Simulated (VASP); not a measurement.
Write the native input for VASP 6.6.1 that does the following.

| Quantity | Value |
| --- | --- |
| Task | relaxation of cell and atoms |
| Functional | PBE |
| Dispersion | D3(BJ) |
| Potentials or basis | VASP PAW PBE potentials, release 64 (Si, W_sv) |
| Cutoff | 600 eV |
| k mesh | 9 × 9 × 6 |
| Occupations | gaussian, width 0.01 eV |
| Spin | no spin polarisation |
| Dipole correction | no |
| Further INCAR settings | ALGO = Normal; EDIFF = 1e-06; IBRION = 2; EDIFFG = -0.002; NSW = 100; ISIF = 3 |

The structure of Si2W (d3) lies in POSCAR:

```
Si2W
1.0
    4.5642381515      0.0000000000      0.0000000000
   -2.2821190758      3.9527461882      0.0000000000
    0.0000000000      0.0000000000      6.5863860279
Si W
6 3
Direct
    0.8364345477      0.6728690955      0.5000000000
    0.1635654523      0.8364345477      0.8333333333
    0.6728690955      0.8364345477      0.1666666667
    0.1635654523      0.3271309045      0.5000000000
    0.8364345477      0.1635654523      0.8333333333
    0.3271309045      0.1635654523      0.1666666667
    0.0000000000      0.5000000000      0.1666666667
    0.5000000000      0.5000000000      0.8333333333
    0.5000000000      0.0000000000      0.5000000000
```

The input as run:

INCAR

```
  PREC = Accurate
  ENCUT = 600
  EDIFF = 1E-6
  ISMEAR = 0
  SIGMA = 0.01
  LREAL = F
  LASPH = T
  NELM = 100
  ALGO = Normal
  ISIF = 3
  LWAVE = F
  LCHARG = F
  GGA = PE
  IVDW = 12
  IBRION = 2
  NSW = 100
  EDIFFG = -0.002
```

KPOINTS

```
Automatic mesh
0
Gamma
  9 9 6
```

Potentials or basis: VASP PAW PBE potentials, release 64 (Si, W_sv).

Run with:

```sh
$ cat potpaw_PBE.64/Si/POTCAR potpaw_PBE.64/W_sv/POTCAR > POTCAR
$ mpirun -np 1 vasp_std > vasp.out
```

It gave:

* Relaxed volume: 13.21 Å³/atom
* Relaxed cell: a = 4.565 Å, b = 4.565 Å, c = 6.587 Å, α = 90.00°, β = 90.00°, γ = 120.00°
* Space group after relaxing (to 0.05 Å): P6_222 (No. 180)
* Energy gained by relaxing: 0.0 meV/atom
* Ionic steps: 9
* Pressure after relaxing: 0.0 GPa
* Band gap on the k mesh: 0.14 eV, indirect (least direct gap 0.72 eV)
* Dispersion energy per atom: -0.585 eV

Caveat: spin-orbit coupling is left out, which moves the levels of the heavy elements.

Run time: 12 min on 1 thread of Intel(R) Xeon(R) Platinum 8259CL CPU @ 2.50GHz (Skylake/Cascade Lake), on a shared host, peak memory 0.41 GiB.
